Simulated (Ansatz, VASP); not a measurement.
## TaN in VASP and in Ansatz

INCAR

```
SYSTEM = TaN
PREC     = Accurate       ! precision mode
ENCUT    = 520            ! plane-wave cutoff, eV
EDIFF    = 1E-8           ! SCF threshold, eV
ISMEAR   = -1             ! smearing method
SIGMA    = 0.02           ! smearing width, eV
LREAL    = .False.        ! projectors in reciprocal space
LASPH    = .True.         ! aspherical terms in the spheres
NELM     = 120            ! most SCF steps
ALGO     = Normal         ! electronic algorithm
ISIF     = 2              ! what is computed and relaxed
LWAVE    = .False.        ! write WAVECAR
LCHARG   = .False.        ! write CHGCAR
GGA      = CA             ! functional
LEFG     = .True.       
NBANDS   = 16             ! bands
GGA_COMPAT= .False.
```

Contents of KPOINTS:

```
Automatic mesh
0
Gamma
  12 12 10
  0 0 0
```

POSCAR

```
TaN
1.0
    2.8982913036      0.0000000000      0.0000000000
   -1.4491456518      2.5099938965      0.0000000000
    0.0000000000      0.0000000000      2.8440357641
Ta N
1 1
Direct
    0.3333333333      0.6666666667      0.5000000000
    0.0000000000      0.0000000000      0.0000000000
```

Input for Ansatz:

```yaml
crystal:
  lattice:
    - [2.8982913036, 0.0, 0.0]
    - [-1.4491456518, 2.5099938965, 0.0]
    - [0.0, 0.0, 2.8440357641]
  atoms:
    - { symbol: Ta, position: [0.3333333333, 0.6666666667, 0.5] }
    - { symbol: "N", position: [0.0, 0.0, 0.0] }
kpoints:
  mp_grid: { grid: [12, 12, 10] }
scf:
  occupations: { method: fermi_dirac, width: 0.02 }
hamiltonian:
  xc: lda
  pseudopotentials: { kind: paw }
output:
  forces: true
  stress: true
  eigenvalues: true
  efg: { contact_densities: true }
  write_density: true
  write_potential: true
  elf: true
  volumetric_format: npy
```

Change from the starting cell: volume scaled by 0.96, PAW files.

Alike in both runs: task electric field gradients; functional LDA; k mesh 12 × 12 × 10; occupations fermi-dirac, width 0.02 eV; no spin polarisation.

|  | VASP | Ansatz |
| --- | --- | --- |
| version | VASP 6.6.1 | Ansatz 0.2.0 |
| potentials or method | VASP PAW LDA potentials, release 64 (Ta_sv_GW, N) | PAW with Ansatz's default frozen-core files, scalar-relativistic |
| plane-wave cutoff (eV) | 520 | 420 |
| valence electrons in the cell | 18 | 18 |

|  | VASP | Ansatz | Ansatz less VASP |
| --- | --- | --- | --- |
| size of Vzz on the site where it differs most (V/Å²) | 28.8 | 44.8 | +15.95 |

LDA's correlation is that of Perdew and Zunger in VASP and of Perdew and Wang (1992) in Ansatz.

Neither program's run includes spin-orbit coupling.
